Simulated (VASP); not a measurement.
# Ge in VASP: settings compared, part 2 of 3

VASP 6.6.1.

### 3 Single point, r2SCAN

Contents of POSCAR:

```
Ge
1.0
    4.0037360933      0.0000000000      0.0000000000
   -2.0018680467      3.4673371669      0.0000000000
    0.0000000000      0.0000000000     13.1451070055
Ge
8
Direct
    0.3333333333      0.6666666667      0.1558772909
    0.6666666667      0.3333333333      0.8441227091
    0.6666666667      0.3333333333      0.6558772909
    0.3333333333      0.6666666667      0.3441227091
    0.0000000000      0.0000000000      0.0931931509
    0.0000000000      0.0000000000      0.9068068491
    0.0000000000      0.0000000000      0.5931931509
    0.0000000000      0.0000000000      0.4068068491
```

Contents of INCAR.step1:

```
SYSTEM = Ge
  PREC = Accurate
  ENCUT = 520
  ISMEAR = -1
  SIGMA = 0.05
  LREAL = .FALSE.
  LASPH = .TRUE.
  NELM = 80
  NBANDS = 66
  GGA = PE
  ALGO = Normal
  EDIFF = 1E-4
  LWAVE = .TRUE.
  LCHARG = .FALSE.
```

Contents of INCAR.step2:

```
SYSTEM = Ge
  PREC = Accurate
  ENCUT = 520
  EDIFF = 1E-6
  ISMEAR = -1
  SIGMA = 0.05
  LREAL = .FALSE.
  LASPH = .TRUE.
  NELM = 80
  ALGO = Normal
  ISIF = 2
  LWAVE = .FALSE.
  LCHARG = .TRUE.
  METAGGA = R2SCAN
  LMIXTAU = .TRUE.
  LELF = .TRUE.
  LVHAR = .TRUE.
  NBANDS = 66
  ISTART = 1
```

Contents of KPOINTS:

```
regular mesh
0
G
  8 8 2
  0 0 0
```

Potentials or basis: VASP PAW PBE potentials, release 64 (Ge_d).

Run with:

```sh
$ cat potpaw_PBE.64/Ge_d/POTCAR > POTCAR
$ cp INCAR.step1 INCAR
$ mpirun -np 1 vasp_std > vasp.out
$ cp INCAR.step2 INCAR
$ mpirun -np 1 vasp_std > vasp.out
```

OUTCAR:

```text
SYSTEM = Ge
   PREC = Accurate
   ENCUT = 520
   EDIFF = 1E-6
   ISMEAR = -1
   LREAL = .FALSE.
   LASPH = .TRUE.
   NELM = 80
   ISIF = 2
   METAGGA = R2SCAN
   ISTART = 1

 ion  position               nearest neighbor table
   1  0.333  0.667  0.156-   5 2.45   5 2.45   5 2.45   4 2.47
   2  0.667  0.333  0.844-   6 2.45   6 2.45   6 2.45   3 2.47
   3  0.667  0.333  0.656-   7 2.45   7 2.45   7 2.45   2 2.47
   4  0.333  0.667  0.344-   8 2.45   8 2.45   8 2.45   1 2.47
   5  0.000  0.000  0.093-   6 2.45   1 2.45   1 2.45   1 2.45
   6  0.000  0.000  0.907-   5 2.45   2 2.45   2 2.45   2 2.45
   7  0.000  0.000  0.593-   8 2.45   3 2.45   3 2.45   3 2.45
   8  0.000  0.000  0.407-   7 2.45   4 2.45   4 2.45   4 2.45

  LATTYP: Found a hexagonal cell.
 ALAT       =     4.0037360933
 C/A-ratio  =     3.2832101565

  Lattice vectors:

 A1 = (   4.0037360933,   0.0000000000,   0.0000000000)
 A2 = (  -2.0018680467,   3.4673371669,   0.0000000000)
 A3 = (   0.0000000000,   0.0000000000,  13.1451070055)

Analysis of symmetry for initial positions (statically):
=====================================================================
 Subroutine PRICEL returns:
 Original cell was already a primitive cell.

 Routine SETGRP: Setting up the symmetry group for a
 hexagonal supercell.

 Subroutine GETGRP returns: Found 24 space group operations
 (whereof 12 operations were pure point group operations)
 out of a pool of 24 trial point group operations.

The static configuration has the point symmetry D_3d.
 The point group associated with its full space group is D_6h.

Analysis of symmetry for dynamics (positions and initial velocities):
=====================================================================
 Subroutine PRICEL returns:
 Original cell was already a primitive cell.

 Routine SETGRP: Setting up the symmetry group for a
 hexagonal supercell.

 Subroutine GETGRP returns: Found 24 space group operations
 (whereof 12 operations were pure point group operations)
 out of a pool of 24 trial point group operations.

The dynamic configuration has the point symmetry D_3d.
 The point group associated with its full space group is D_6h.

 Subroutine INISYM returns: Found 24 space group operations
 (whereof 12 operations are pure point group operations),
 and found     1 'primitive' translations

----------------------------------------------------------------------------------------

                                     Primitive cell

  volume of cell :     182.4844

  direct lattice vectors                    reciprocal lattice vectors
     4.003736093  0.000000000  0.000000000     0.249766712  0.144202878  0.000000000
    -2.001868047  3.467337167  0.000000000     0.000000000  0.288405757  0.000000000
     0.000000000  0.000000000 13.145107005     0.000000000  0.000000000  0.076073934

  length of vectors
     4.003736093  4.003736093 13.145107005     0.288405757  0.288405757  0.076073934

  position of ions in fractional coordinates (direct lattice)
     0.333333333  0.666666667  0.155877291
     0.666666667  0.333333333  0.844122709
     0.666666667  0.333333333  0.655877291
     0.333333333  0.666666667  0.344122709
     0.000000000  0.000000000  0.093193151
[... 44 lines left out ...]
  0.125000  0.000000  0.000000      6.000000
  0.250000  0.000000  0.000000      6.000000
  0.375000 -0.000000  0.000000      6.000000
  0.500000  0.000000  0.000000      3.000000
  0.125000  0.125000  0.000000      6.000000
[... 12 lines left out ...]
  0.250000  0.250000  0.500000      6.000000
  0.375000  0.250000  0.500000      6.000000
   k-points           NKPTS =     20   k-points in BZ     NKDIM =     20   number of bands    NBANDS=     66
   number of dos      NEDOS =    301   number of ions     NIONS =      8
   total plane-waves  NPLWV =  88200
   dimension x,y,z NGX =    30 NGY =   30 NGZ =   98
   dimension x,y,z NGXF=    60 NGYF=   60 NGZF=  196
   ions per type =               8
   NGX,Y,Z   is equivalent  to a cutoff of  12.46, 12.46, 12.39 a.u.
   NGXF,Y,Z  is equivalent  to a cutoff of  24.91, 24.91, 24.79 a.u.
 SYSTEM =  Ge
   PREC   = accura    normal or accurate (medium, high low for compatibility)
   ISTART =      1    job   : 0-new  1-cont  2-samecut
   ICHARG =      0    charge: 1-file 2-atom 10-const
   ISPIN  =      1    spin polarized calculation?
   LNONCOLLINEAR =      F non collinear calculations
   LSORBIT =      F    spin-orbit coupling
   LASPH  =      T    aspherical Exc in radial PAW
   ENCUT  =  520.0 eV  38.22 Ry    6.18 a.u.   7.44  7.44 24.44*2*pi/ulx,y,z
   NELM   =     80;   NELMIN=  2; NELMDL=  0     # of ELM steps
   EDIFF  = 0.1E-05   stopping-criterion for ELM
   LREAL  =      F    real-space projection
   EDIFFG = 0.1E-04   stopping-criterion for IOM
   NSW    =      0    number of steps for IOM
   IBRION =     -1    ionic relax: 0-MD 1-quasi-New 2-CG
   NFREE  =      0    steps in history (QN), initial steepest desc. (CG)
   ISIF   =      2    stress and relaxation
   ISYM   =      2    0-nonsym 1-usesym 2-fastsym
   POTIM  = 0.5000    time-step for ionic-motion
   TEBEG  =    0.0;   TEEND  =   0.0 temperature during run
   PSTRESS=    0.0 pullay stress
   NELECT =     112.0000    total number of electrons
   NUPDOWN=      -1.0000    fix difference up-down
   EMIN   =  10.00;   EMAX   =-10.00  energy-range for DOS
   EFERMI =   0.00;   METHOD = LEGACY
   ISMEAR =    -1;   SIGMA  =   0.05  broadening in eV -4-tet -1-fermi 0-gaus
   EFERMI_NEDOS =   21; number of points for ismear=-14 and -15
   IALGO  =     38    algorithm
   IMIX   =      4    mixing-type and parameters
     AMIX     =   0.40;   BMIX     =  1.00
     AMIX_MAG =   1.60;   BMIX_MAG =  1.00
  volume/ion in A,a.u.               =      22.81       153.93
  Fermi-wavevector in a.u.,A,eV,Ry     =   1.391251  2.629084 26.335172  1.935581
  Thomas-Fermi vector in A             =   2.515108
   LORBIT       =      0    0 simple, 1 ext, 2 COOP (PROOUT), +10 PAW based schemes
   METAGGA = R2SCAN    functional components
   LHFCALC =     F    Hartree Fock is set to
   AEXX    =    0.0000 exact exchange contribution
   IVDW    =     0    specifies the selected vdW correction
   LEPSILON=     F    determine dielectric tensor
   LRPA    =     F    only Hartree local field effects (RPA)
 non-spin polarized calculation
  energy-cutoff  :      520.00
  volume of cell :      182.48
 maximum number of plane-waves:      4987
 NGX is ok and might be reduce to    30
   NGX = 15   NGY = 15   NGZ = 49

 number of electron     112.0000147 magnetization

 Free energy of the ion-electron system (eV)
  ---------------------------------------------------
  ext. energy  EPLUGINS =         0.00000000
  ---------------------------------------------------
  free energy    TOTEN  =      -110.89781519 eV

  energy without entropy =     -110.89698015  energy(sigma->0) =     -110.89739767

 E-fermi :   4.9428     XC(G=0): -10.7778

 val. band max:        4.8102063576   @ k =   0.0000   0.0000   0.0000
 cond. band min:       5.0585748780   @ k =   0.0000   0.0000   0.0000
 fundamental gap:      0.2483685204
 Fermi energy:         4.9428008544

 k-point     1 :       0.0000    0.0000    0.0000
  band No.  band energies     occupation
      1     -20.7907      2.00000
      2     -20.7907      2.00000
      3     -20.7815      2.00000
      4     -20.7815      2.00000
      5     -20.7766      2.00000
      6     -20.7766      2.00000
[... 1369 lines left out ...]
     65      10.4224      0.00000
     66      10.4225      0.00000

------------------------ aborting loop because EDIFF is reached ----------------------------------------

  FORCE on cell =-STRESS in cart. coord.  units (eV):
  Direction    XX          YY          ZZ          XY          YZ          ZX
  --------------------------------------------------------------------------------------
  -------------------------------------------------------------------------------------
  Total        0.0678276      0.0678276      0.0267662     -0.0000000     -0.0000000      0.0000000
  in kB        0.5955128      0.5955128      0.2350020     -0.0000000     -0.0000000      0.0000000
  external PRESSURE =       0.4753425 kB  Pullay stress =       0.0000000 kB

 VOLUME and BASIS-vectors are now :
 -----------------------------------------------------------------------------
  energy-cutoff  :      520.00
  volume of cell :      182.48
      direct lattice vectors                 reciprocal lattice vectors
     4.003736093  0.000000000  0.000000000     0.249766712  0.144202878  0.000000000
    -2.001868047  3.467337167  0.000000000     0.000000000  0.288405757  0.000000000
     0.000000000  0.000000000 13.145107005     0.000000000  0.000000000  0.076073934

 POSITION                                       TOTAL-FORCE (eV/Angst)
 -----------------------------------------------------------------------------------
     -0.00000      2.31156      2.04902         0.000000     -0.000000     -0.008110
      2.00187      1.15578     11.09608        -0.000000      0.000000      0.008110
      2.00187      1.15578      8.62158        -0.000000      0.000000     -0.008110
     -0.00000      2.31156      4.52353         0.000000     -0.000000      0.008110
      0.00000      0.00000      1.22503        -0.000000      0.000000      0.004973
      0.00000      0.00000     11.92007         0.000000     -0.000000     -0.004973
      0.00000      0.00000      7.79759        -0.000000     -0.000000      0.004973
      0.00000      0.00000      5.34752         0.000000      0.000000     -0.004973
 -----------------------------------------------------------------------------------
    total drift:                                0.000000      0.000000     -0.000000

  FREE ENERGIE OF THE ION-ELECTRON SYSTEM (eV)
  ---------------------------------------------------
  free  energy   TOTEN  =      -110.8978151927 eV

  energy  without entropy=     -110.8969801477  energy(sigma->0) =     -110.89739767
```

Run time: 10 min. Hardware: 1 thread of Intel Xeon 6975P-C (Granite Rapids), shared host; peak memory 0.4 GiB.

What came out:

```yaml
Free_energy: -110.8978 eV
Pressure: 0.0 GPa
Largest_force: 0.008 eV/Å
Band_gap_on_the_k_mesh: 0.25 eV
```

Forces on the atoms (eV/Å):
```
Ge   0.000  0.000 -0.008
Ge   0.000  0.000  0.008
Ge   0.000  0.000 -0.008
Ge   0.000  0.000  0.008
Ge   0.000  0.000  0.005
Ge   0.000  0.000 -0.005
Ge   0.000  0.000  0.005
Ge   0.000  0.000 -0.005
```

Levels at points of the mesh, in eV from the valence-band top:
| k point | band 54 | band 55 | band 56 | band 57 | band 58 | band 59 |
| --- | --- | --- | --- | --- | --- | --- |
| (0.00, 0.00, 0.00) | -0.15 | 0.00 | 0.00 | 0.25 | 0.31 | 0.73 |
| (0.50, 0.00, 0.00) | -2.56 | -1.94 | -1.56 | 0.44 | 0.57 | 0.79 |
| (0.00, 0.00, 0.50) | -0.36 | -0.36 | -0.36 | 0.40 | 0.40 | 1.39 |
| (0.50, 0.00, 0.50) | -2.71 | -1.91 | -1.91 | 0.85 | 0.85 | 1.52 |

Caveat: semilocal functionals underestimate gaps, and a narrow one can read as zero; the PAW data sets were made with another functional, which shifts forces and pressure a little. A k mesh can miss the band edges.

### 4 Single point, r2SCAN

Contents of POSCAR:

```
Ge
1.0
    4.0031158814      0.0000000000      0.0000000000
   -2.0015579407      3.4668000476      0.0000000000
    0.0000000000      0.0000000000     13.1567068600
Ge
8
Direct
    0.3333333333      0.6666666667      0.1559415700
    0.6666666667      0.3333333333      0.8440584300
    0.6666666667      0.3333333333      0.6559415700
    0.3333333333      0.6666666667      0.3440584300
    0.0000000000      0.0000000000      0.0931488400
    0.0000000000      0.0000000000      0.9068511600
    0.0000000000      0.0000000000      0.5931488400
    0.0000000000      0.0000000000      0.4068511600
```

Contents of INCAR.step1:

```
ALGO = Normal ; EDIFF = 1E-4
ENCUT = 520 ; GGA = PE
ISMEAR = -1 ; LASPH = True
LCHARG = False ; LREAL = False
LWAVE = True ; NBANDS = 66
NELM = 80 ; PREC = Accurate
SIGMA = 0.05
```

Contents of INCAR.step2:

```
ALGO = Normal ; EDIFF = 1E-7
ENCUT = 520 ; ISIF = 2
ISMEAR = -1 ; ISTART = 1
LASPH = True ; LCHARG = False
LMIXTAU = True ; LREAL = False
LWAVE = False ; METAGGA = R2SCAN
NBANDS = 66 ; NELM = 80
PREC = Accurate ; SIGMA = 0.05
```

Contents of KPOINTS:

```
k-points
0
Gamma
  8 8 2
```

Potentials or basis: VASP PAW PBE potentials, release 64 (Ge_d).

Run with:

```sh
$ cat potpaw_PBE.64/Ge_d/POTCAR > POTCAR
$ cp INCAR.step1 INCAR
$ mpirun -np 1 vasp_std > vasp.out
$ cp INCAR.step2 INCAR
$ mpirun -np 1 vasp_std > vasp.out
```

OUTCAR:

```text
EDIFF = 1E-7
   ENCUT = 520
   ISIF = 2
   ISMEAR = -1
   ISTART = 1
   LASPH = True
   LREAL = False
   METAGGA = R2SCAN
   NELM = 80
   PREC = Accurate

 ion  position               nearest neighbor table
   1  0.333  0.667  0.156-   5 2.45   5 2.45   5 2.45   4 2.47
   2  0.667  0.333  0.844-   6 2.45   6 2.45   6 2.45   3 2.47
   3  0.667  0.333  0.656-   7 2.45   7 2.45   7 2.45   2 2.47
   4  0.333  0.667  0.344-   8 2.45   8 2.45   8 2.45   1 2.47
   5  0.000  0.000  0.093-   6 2.45   1 2.45   1 2.45   1 2.45
   6  0.000  0.000  0.907-   5 2.45   2 2.45   2 2.45   2 2.45
   7  0.000  0.000  0.593-   8 2.45   3 2.45   3 2.45   3 2.45
   8  0.000  0.000  0.407-   7 2.45   4 2.45   4 2.45   4 2.45

  LATTYP: Found a hexagonal cell.
 ALAT       =     4.0031158814
 C/A-ratio  =     3.2866165382

  Lattice vectors:

 A1 = (   4.0031158814,   0.0000000000,   0.0000000000)
 A2 = (  -2.0015579407,   3.4668000476,   0.0000000000)
 A3 = (   0.0000000000,   0.0000000000,  13.1567068600)
[... 187 lines left out ...]
 cond. band min:       5.0645141065   @ k =   0.0000   0.0000   0.0000
 fundamental gap:      0.2556323612
 Fermi energy:         4.9419290880

 k-point     1 :       0.0000    0.0000    0.0000
  band No.  band energies     occupation
      1     -20.7957      2.00000
      2     -20.7957      2.00000
      3     -20.7865      2.00000
      4     -20.7865      2.00000
      5     -20.7816      2.00000
      6     -20.7815      2.00000
[... 1369 lines left out ...]
     65      10.4121      0.00000
     66      10.4121      0.00000

------------------------ aborting loop because EDIFF is reached ----------------------------------------

  FORCE on cell =-STRESS in cart. coord.  units (eV):
  Direction    XX          YY          ZZ          XY          YZ          ZX
  --------------------------------------------------------------------------------------
  -------------------------------------------------------------------------------------
  Total        0.0674120      0.0674120     -0.1047980      0.0000000      0.0000000      0.0000000
  in kB        0.5915259      0.5915259     -0.9195795      0.0000000      0.0000000      0.0000000
  external PRESSURE =       0.0878241 kB  Pullay stress =       0.0000000 kB

 VOLUME and BASIS-vectors are now :
 -----------------------------------------------------------------------------
  energy-cutoff  :      520.00
  volume of cell :      182.59
      direct lattice vectors                 reciprocal lattice vectors
     4.003115881  0.000000000  0.000000000     0.249805409  0.144225220  0.000000000
    -2.001557941  3.466800048  0.000000000     0.000000000  0.288450440  0.000000000
     0.000000000  0.000000000 13.156706860     0.000000000  0.000000000  0.076006862

 POSITION                                       TOTAL-FORCE (eV/Angst)
 -----------------------------------------------------------------------------------
     -0.00000      2.31120      2.05168        -0.000000      0.000000     -0.016846
      2.00156      1.15560     11.10503         0.000000     -0.000000      0.016846
      2.00156      1.15560      8.63003         0.000000     -0.000000     -0.016846
     -0.00000      2.31120      4.52668        -0.000000      0.000000      0.016846
      0.00000      0.00000      1.22553         0.000000      0.000000      0.009346
      0.00000      0.00000     11.93117        -0.000000     -0.000000     -0.009346
      0.00000      0.00000      7.80389        -0.000000      0.000000      0.009346
      0.00000      0.00000      5.35282         0.000000      0.000000     -0.009346
 -----------------------------------------------------------------------------------
    total drift:                                0.000000      0.000000      0.000000

  FREE ENERGIE OF THE ION-ELECTRON SYSTEM (eV)
  ---------------------------------------------------
  free  energy   TOTEN  =      -110.8977614750 eV

  energy  without entropy=     -110.8969285408  energy(sigma->0) =     -110.89734501
```

OUTCAR.step1:

```text
EDIFF = 1E-4
   ENCUT = 520
   GGA = PE
   ISMEAR = -1
   LASPH = True
   LREAL = False
[... 1619 lines left out ...]
      0.00000      0.00000     11.93117        -0.000000      0.000000     -0.002587
      0.00000      0.00000      7.80389        -0.000000      0.000000      0.002587
      0.00000      0.00000      5.35282         0.000000     -0.000000     -0.002587
 -----------------------------------------------------------------------------------
    total drift:                                0.000000      0.000000      0.000000

  FREE ENERGIE OF THE ION-ELECTRON SYSTEM (eV)
  ---------------------------------------------------
  free  energy   TOTEN  =       -35.9881749362 eV

  energy  without entropy=      -35.9853966410  energy(sigma->0) =      -35.98678579
```

OSZICAR.step1:

```text
N       E                     dE             d eps       ncg     rms          rms(c)
DAV:   1     0.138139398014E+04    0.13814E+04   -0.51692E+04  3088   0.468E+03
DAV:   2     0.242503107970E+03   -0.11389E+04   -0.11063E+04  2640   0.113E+03
DAV:   3    -0.107212061146E+02   -0.25322E+03   -0.24224E+03  2774   0.270E+02
DAV:   4    -0.354070336593E+02   -0.24686E+02   -0.24017E+02  3076   0.904E+01
DAV:   5    -0.363081454305E+02   -0.90111E+00   -0.89314E+00  2984   0.190E+01    0.645E+00
DAV:   6    -0.360999265923E+02    0.20822E+00   -0.32991E-01  3130   0.337E+00    0.374E+00
DAV:   7    -0.359781705036E+02    0.12176E+00   -0.19622E-01  3030   0.419E+00    0.308E-01
DAV:   8    -0.359850880100E+02   -0.69175E-02   -0.31942E-02  3210   0.448E+00    0.181E-01
DAV:   9    -0.359876097469E+02   -0.25217E-02   -0.60715E-03  4054   0.137E+00    0.738E-02
DAV:  10    -0.359881663124E+02   -0.55657E-03   -0.16762E-03  2892   0.285E-01    0.226E-02
DAV:  11    -0.359881749362E+02   -0.86238E-05   -0.27141E-05  1800   0.846E-02
   1 F= -.35988175E+02 E0= -.35986786E+02  d E =-.277830E-02
```

Wall time 10 min (1 thread of Intel Xeon 6975P-C (Granite Rapids), shared host); peak memory 0.39 GiB.

Results:

```
Free energy            : -110.8978 eV
Pressure               : 0.0 GPa
Largest force          : 0.017 eV/Å
Band gap on the k mesh : 0.26 eV
```

Forces on the atoms (eV/Å):
```
Ge   0.000  0.000 -0.017
Ge   0.000  0.000  0.017
Ge   0.000  0.000 -0.017
Ge   0.000  0.000  0.017
Ge   0.000  0.000  0.009
Ge   0.000  0.000 -0.009
Ge   0.000  0.000  0.009
Ge   0.000  0.000 -0.009
```

Stress tensor (GPa, compression positive):
```
 0.06  0.00  0.00
 0.00  0.06  0.00
 0.00  0.00 -0.09
```

Caveat: semilocal functionals underestimate gaps, and a narrow one can read as zero; the PAW data sets were made with another functional, which shifts forces and pressure a little.

(Continued in part 3 of 3.)
